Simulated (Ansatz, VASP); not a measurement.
One calculation of HgTe, two programs

Contents of INCAR:

```
  ALGO = Normal
  EDIFF = 1E-6
  ENCUT = 500
  GGA = PE
  GGA_COMPAT = False
  ISIF = 2
  ISMEAR = 0
  LASPH = True
  LCHARG = False
  LREAL = False
  LWAVE = False
  NBANDS = 16
  NELM = 120
  PREC = Accurate
  SIGMA = 0.01
```

KPOINTS

```
k-points
0
Gamma
  3 3 3
```

The input POSCAR:

```
HgTe
1.0
    0.0147645258      3.2164629716      3.1327739530
    3.2166232378     -0.0273554410      3.1748939199
    3.2277817736      3.2697514909     -0.0385239935
Hg Te
1 1
Direct
    0.0015000000      0.9970100000      0.0008700000
    0.2536100000      0.2585600000      0.2402600000
```

Input for Ansatz:

```yaml
crystal:
  lattice:
    - [0.01476452583557906, 3.216462971583761, 3.132773953024559]
    - [3.2166232378072133, -0.027355441015581013, 3.174893919875719]
    - [3.227781773615107, 3.26975149088178, -0.03852399346244034]
  atoms:
    - { symbol: Hg, position: [0.0015, 0.99701, 0.00087] }
    - { symbol: Te, position: [0.25361, 0.25856, 0.24026] }
basis:
  ecutwfc: 540.0
  xc_grid: 2
kpoints:
  mp_grid:
    grid: [3, 3, 3]
hamiltonian:
  xc: pbe
scf:
  convergence:
    dr2_threshold: 1.0e-09
  occupations:
    method: fixed
  eigensolver:
    kind: davidson
output:
  forces: true
  stress: true
```

Alike in both runs: task single point; functional PBE; k mesh 3 × 3 × 3; no spin polarisation.

|  | VASP | Ansatz |
| --- | --- | --- |
| version | VASP 6.6.1 | Ansatz 0.2.0 |
| potentials or method | VASP PAW PBE potentials, release 64 (Hg, Te), cutoff 500 eV | plane waves, PAW |
| occupations | gaussian, width 0.01 eV | fixed |
| valence electrons in the cell | 18 | 36 |

|  | VASP | Ansatz | Ansatz less VASP |
| --- | --- | --- | --- |
| pressure (GPa) | 6.1 | 6.0 | -0.11 |
| traceless stress, the component that is largest in VASP (GPa) | -0.90 | -0.87 | +0.026 |
| rms of the force components (eV/Å) | 0.164 | 0.160 | -0.0045 |

Atom by atom the forces differ by 0.005 eV/Å (rms over components). VASP's potentials hold 18 valence electrons a cell and Ansatz's 36, so a difference there can come from the potentials and not from the codes. Ansatz's warnings: stress scf threshold loose.

The k mesh is coarse, so the values compare programs but aren't converged. Spin-orbit coupling is off throughout.
